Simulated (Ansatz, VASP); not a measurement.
## Lu4SiF: VASP beside Ansatz

```xyz
6
Lattice="4.6024 0.0000 0.0000 0.0000 4.6024 0.0000 0.0000 0.0000 6.8876" Properties=species:S:1:pos:R:3 pbc="T T T"
Lu    0.0000    2.3012    1.7028
Lu    2.3012    0.0000    1.7028
Lu    0.0000    2.3012    5.1848
Lu    2.3012    0.0000    5.1848
Si    0.0000    0.0000    0.0000
F     0.0000    0.0000    3.4438
```

Alike in both runs: functional PBE; k mesh 8 × 8 × 6; occupations gaussian, width 0.1 eV; no spin polarisation.

Ansatz relaxed the structure, and its values are those at the end. VASP's run is a single point on that final structure, the one shown.

|  | VASP | Ansatz |
| --- | --- | --- |
| version | VASP 6.6.1 | Ansatz 0.2.0 |
| potentials or method | VASP PAW PBE potentials, release 64 (Lu, Si, F), cutoff 520 eV | scalar-relativistic, plane waves, PAW |
| valence electrons in the cell | 111 | 111 |

```tsv
	VASP	Ansatz	Ansatz less VASP
gap on the k mesh at the Fermi level (eV)	none	none	-
pressure (GPa)	0.1	0.0	-0.10
rms of the force components (eV/Å)	0.004	0.000	-0.0039
```

A gap of «none» marks a metal or a gap that the smearing closes.

Neither program's run includes spin-orbit coupling.
